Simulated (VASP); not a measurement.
Write the native input for VASP 6.6.1 that does the following.

```yaml
Task: relaxation of cell and atoms
Functional: PBE
Potentials_or_basis: VASP PAW PBE potentials, release 64 (Ga_d, Mo_sv)
Cutoff: 600 eV
k_mesh: 6 × 6 × 6
Occupations: gaussian, width 0.2 eV
Spin: no spin polarisation
Dipole_correction: no
Further_INCAR_settings: ALGO = Fast; EDIFF = 1e-07; IBRION = 2; EDIFFG = -0.08; NSW = 36; ISIF = 3
```

The structure of GaMo lies in POSCAR:

```
GaMo
1.0
    0.0000000000      2.6970040800      2.6970040800
    2.6970040800      0.0000000000      2.6970040800
    2.6970040800      2.6970040800      0.0000000000
Ga Mo
1 1
Direct
    0.0000000000      0.0000000000      0.0000000000
    0.7500000000      0.7500000000      0.7500000000
```

One way to write it, as run:

INCAR

```
PREC = Accurate
ENCUT = 600
EDIFF = 1E-7
ISMEAR = 0
SIGMA = 0.2
LREAL = False
LASPH = True
NELM = 80
ALGO = Fast
ISIF = 3
LWAVE = False
LCHARG = False
GGA = PE
IBRION = 2
NSW = 36
EDIFFG = -0.08
```

KPOINTS

```
regular mesh
0
Gamma
  6 6 6
```

Potentials or basis: VASP PAW PBE potentials, release 64 (Ga_d, Mo_sv).

Launch:

```bash
$ cat potpaw_PBE.64/Ga_d/POTCAR potpaw_PBE.64/Mo_sv/POTCAR > POTCAR
$ mpirun -np 1 vasp_std > vasp.out
```

Results of the run:

```json
{
  "Relaxed volume": "23.32 Å³/atom",
  "Relaxed cell": "a = 4.040 Å, b = 4.040 Å, c = 4.040 Å, α = 60.00°, β = 60.00°, γ = 60.00°",
  "Space group after relaxing (to 0.05 Å)": "F-43m (No. 216)",
  "Energy gained by relaxing": "185.5 meV/atom",
  "Ionic steps": "3",
  "Pressure after relaxing": "-0.2 GPa"
}
```

Caveat: the volume moved by over 15 % at a fixed basis, so the end points are rough.

It took 53 s on 1 thread of AMD EPYC 9R45 96-Core Processor (Zen 5), with other jobs on the host, peak memory 0.15 GiB.
